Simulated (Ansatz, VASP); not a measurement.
## One calculation of Ge2Sb2Te5, two programs

INCAR

```
PREC = Accurate ; ENCUT = 520
EDIFF = 1E-6 ; ISMEAR = 0
SIGMA = 0.03 ; LREAL = False
LASPH = True ; NELM = 100
ALGO = Fast ; ISIF = 2
LWAVE = False ; LCHARG = True
GGA = PE ; LELF = True
LVHAR = True ; NBANDS = 44
```

The input KPOINTS:

```
regular mesh
0
Gamma
  12 12 2
```

The input POSCAR:

```
Ge2Sb2Te5
1.0
    4.3211540562      0.0000000000      0.0000000000
   -2.1605770281      3.7422291863      0.0000000000
    0.0000000000      0.0000000000     19.4918617166
Ge Sb Te
2 2 5
Direct
    0.0000000000      0.0000000000      0.3313200918
    0.0000000000      0.0000000000      0.6686799082
    0.3333333333      0.6666666667      0.1120971408
    0.6666666667      0.3333333333      0.8879028592
    0.0000000000      0.0000000000      0.0000000000
    0.3333333333      0.6666666667      0.7914345914
    0.6666666667      0.3333333333      0.2085654086
    0.3333333333      0.6666666667      0.4096023866
    0.6666666667      0.3333333333      0.5903976134
```

Input for Ansatz:

```yaml
crystal:
  lattice:
    - [4.3211540562, 0.0, 0.0]
    - [-2.1605770281, 3.7422291863, 0.0]
    - [0.0, 0.0, 19.4918617166]
  atoms:
    - { symbol: Ge, position: [0.0, 0.0, 0.3313200918] }
    - { symbol: Ge, position: [0.0, 0.0, 0.6686799082] }
    - { symbol: Sb, position: [0.3333333333, 0.6666666667, 0.1120971408] }
    - { symbol: Sb, position: [0.6666666667, 0.3333333333, 0.8879028592] }
    - { symbol: Te, position: [0.0, 0.0, 0.0] }
    - { symbol: Te, position: [0.3333333333, 0.6666666667, 0.7914345914] }
    - { symbol: Te, position: [0.6666666667, 0.3333333333, 0.2085654086] }
    - { symbol: Te, position: [0.3333333333, 0.6666666667, 0.4096023866] }
    - { symbol: Te, position: [0.6666666667, 0.3333333333, 0.5903976134] }
basis:
  ecutwfc: 420
kpoints:
  mp_grid: { grid: [12, 12, 2] }
hamiltonian:
  xc: pbe
scf:
  occupations: { method: gaussian, width: 0.03 }
output:
  forces: true
  stress: true
  eigenvalues: true
```

Alike in both runs: task single point; functional PBE; k mesh 12 × 12 × 2; occupations gaussian, width 0.03 eV; no spin polarisation.

|  | VASP | Ansatz |
| --- | --- | --- |
| version | VASP 6.6.1 | Ansatz 0.2.0 |
| potentials or method | VASP PAW PBE potentials, release 64 (Ge_d, Sb, Te), cutoff 520 eV | scalar-relativistic, plane waves, PAW |
| valence electrons in the cell | 68 | 138 |

VASP gave:

| Item | Value |
| --- | --- |
| gap on the k mesh at the Fermi level (eV) | none |
| pressure (GPa) | -3.7 |
| traceless stress, the component that is largest in VASP (GPa) | -1.14 |
| rms of the force components (eV/Å) | 0.312 |

Q: Which values does Ansatz return?

A: gap on the k mesh at the Fermi level (eV): none; pressure (GPa): -3.6; traceless stress, the component that is largest in VASP (GPa): -1.15; rms of the force components (eV/Å): 0.317.

Atom by atom the forces differ by 0.006 eV/Å (rms over components). A gap of «none» marks a metal or a gap that the smearing closes. The functional is the same, so the differences come from potentials, cutoffs and numerics. VASP's potentials hold 68 valence electrons a cell and Ansatz's 138, so a difference there can come from the potentials and not from the codes.

Spin-orbit coupling is off throughout.
